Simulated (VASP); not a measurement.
A run of VASP 6.6.1 is set up as follows.

INCAR

```
PREC     = Accurate       # precision mode
ENCUT    = 500            # plane-wave cutoff, eV
EDIFF    = 1E-6           # SCF threshold, eV
ISMEAR   = 0              # smearing method
SIGMA    = 0.2            # smearing width, eV
LREAL    = False          # projectors in reciprocal space
LASPH    = True           # aspherical terms in the spheres
NELM     = 120            # most SCF steps
ALGO     = Normal         # electronic algorithm
ISIF     = 2              # what is computed and relaxed
LWAVE    = False          # write WAVECAR
LCHARG   = True           # write CHGCAR
GGA      = PE             # functional
LELF     = True           # ELF
LVHAR    = True         
NBANDS   = 55             # bands
GGA_COMPAT= False
```

The input KPOINTS:

```
Automatic mesh
0
Gamma
  3 3 2
```

POSCAR

```
Ge2Sb2Te
1.0
    6.1639865296      0.0000000000      0.0000000000
    0.0000000000      6.1639865296      0.0000000000
    0.0000000000      0.0000000000     10.3118235633
Ge Sb Te
4 4 2
Direct
    0.0000000000      0.0000000000      0.7753111905
    0.5000000000      0.5000000000      0.2753111905
    0.5000000000      0.5000000000      0.7246888095
    0.0000000000      0.0000000000      0.2246888095
    0.1706424114      0.1706424114      0.0000000000
    0.8293575886      0.8293575886      0.0000000000
    0.3293575886      0.6706424114      0.5000000000
    0.6706424114      0.3293575886      0.5000000000
    0.0000000000      0.0000000000      0.5000000000
    0.5000000000      0.5000000000      0.0000000000
```

Potentials or basis: VASP PAW PBE potentials, release 64 (Ge_d, Sb, Te).

Launch:

```console
$ cat potpaw_PBE.64/Ge_d/POTCAR potpaw_PBE.64/Sb/POTCAR potpaw_PBE.64/Te/POTCAR > POTCAR
$ mpirun -np 1 vasp_std > vasp.out
```

Q: Predict the band gap on the k mesh.

A: Zero (bands 44 and 45 overlap by 1.06 eV).

Q: What does it give for the pressure?

A: 0.5 GPa.

Q: Estimate the largest force.

A: 0.047 eV/Å.

Forces in eV/Å, atoms in the order of the input:
```
Ge   0.000  0.000  0.047
Ge   0.000  0.000  0.047
Ge   0.000  0.000 -0.047
Ge   0.000  0.000 -0.047
Sb  -0.015 -0.015  0.000
Sb   0.015  0.015  0.000
Sb   0.015 -0.015  0.000
Sb  -0.015  0.015  0.000
Te   0.000  0.000  0.000
Te   0.000  0.000  0.000
```

Caveat: spin-orbit coupling is left out, which moves the levels of the heavy elements.
